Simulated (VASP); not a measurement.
A run of VASP 6.6.1 is set up as follows.

INCAR

```
PREC = Accurate ; ENCUT = 520
EDIFF = 1E-6 ; ISMEAR = 0
SIGMA = 0.15 ; LREAL = F
LASPH = T ; NELM = 60
ALGO = Normal ; ISIF = 2
LWAVE = F ; LCHARG = F
GGA = PS ; NBANDS = 15
```

KPOINTS

```
regular mesh
0
Gamma
  18 18 18
```

File POSCAR:

```
TaN
1.0
    0.0000000000      2.1790000000      2.1790000000
    2.2007900000      0.0000000000      2.1790000000
    2.2007900000      2.1790000000      0.0000000000
Ta N
1 1
Direct
    0.5000000000      0.5000000000      0.5000000000
    0.0000000000      0.0000000000      0.0000000000
```

Potentials or basis: VASP PAW PBE potentials, release 64 (Ta_pv, N).

Launch:

```console
$ cat potpaw_PBE.64/Ta_pv/POTCAR potpaw_PBE.64/N/POTCAR > POTCAR
$ mpirun -np 1 vasp_std > vasp.out
```

Question: Predict the band gap on the k mesh.

Answer: Zero (bands 8 and 9 overlap by 4.06 eV).

Question: Estimate the pressure.

Answer: 1.9 GPa.

Stress tensor (GPa, compression positive):
```
-2.36  0.00  0.00
 0.00  3.99  0.00
 0.00  0.00  3.99
```

Caveat: the cell differs from its parent crystal (strain +0.0100 x Voigt [1, 0, 0, 0, 0, 0]); the PAW data sets were made with another functional, which shifts forces and pressure a little; spin-orbit coupling is left out, which moves the levels of the heavy elements.
